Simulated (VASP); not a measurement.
CrCoC4N4:

```
Cr Co C N
1.0
     5.90687    0.00000    0.00000
     0.00000    5.90687    0.00000
     0.00000    0.00000    5.90687
Cr Co C N
1 1 4 4
Direct
  0.00000 0.00000 0.00000
  0.50000 0.50000 0.50000
  0.18942 0.18942 0.18942
  0.18942 0.81058 0.81058
  0.81058 0.18942 0.81058
  0.81058 0.81058 0.18942
  0.30378 0.30378 0.30378
  0.30378 0.69622 0.69622
  0.69622 0.30378 0.69622
  0.69622 0.69622 0.30378
```

- Program: VASP 6.6.1
- Task: relaxation of cell and atoms
- Functional: PBE
- Potentials or basis: VASP PAW PBE potentials, release 64 (Cr_pv, Co, C, N)
- Cutoff: 600 eV
- k mesh: 4 × 4 × 4
- Occupations: gaussian, width 0.1 eV
- Spin: collinear spin, ferromagnetic start
- Starting moments: [3.0, 3.0, 0.0, 0.0, 0.0, 0.0, 0.0, 0.0, 0.0, 0.0] μB

At the start: pressure 1.2 GPa; volume 20.61 Å³/atom.

Task: Where does the relaxation end?

Result: Over 8 steps the energy falls by 40.1 meV/atom and the volume is 20.89 Å³/atom (+1.4 %); space group P-43m (No. 215, to 0.1 Å) before and after; moment 6.98 μB per cell.

Step by step:
| step | energy change (eV) | largest force (eV/Å) | pressure (GPa) | volume (Å³) |
| --- | --- | --- | --- | --- |
| 1 | 0.0000 | 1.6397 | 1.23 | 206.10 |
| 2 | 0.6178 | 6.0823 | -7.56 | 210.84 |
| 3 | -0.0601 | 1.8545 | -1.05 | 207.12 |
| 4 | -0.2373 | 1.3778 | -0.86 | 207.69 |
| 5 | -0.3991 | 0.3056 | -0.24 | 208.89 |
| 6 | -0.3998 | 0.2529 | -0.18 | 208.98 |
| 7 | -0.3864 | 0.9180 | 1.06 | 208.59 |
| 8 | -0.4009 | 0.0059 | 0.09 | 208.89 |

Final structure:
```
Cr Co C N
1.0
     5.93345    0.00000    0.00000
     0.00000    5.93345    0.00000
     0.00000    0.00000    5.93345
Cr Co C N
1 1 4 4
Direct
  0.00000 0.00000 0.00000
  0.50000 0.50000 0.50000
  0.19954 0.19954 0.19954
  0.19954 0.80046 0.80046
  0.80046 0.19954 0.80046
  0.80046 0.80046 0.19954
  0.31390 0.31390 0.31390
  0.31390 0.68610 0.68610
  0.68610 0.31390 0.68610
  0.68610 0.68610 0.31390
```
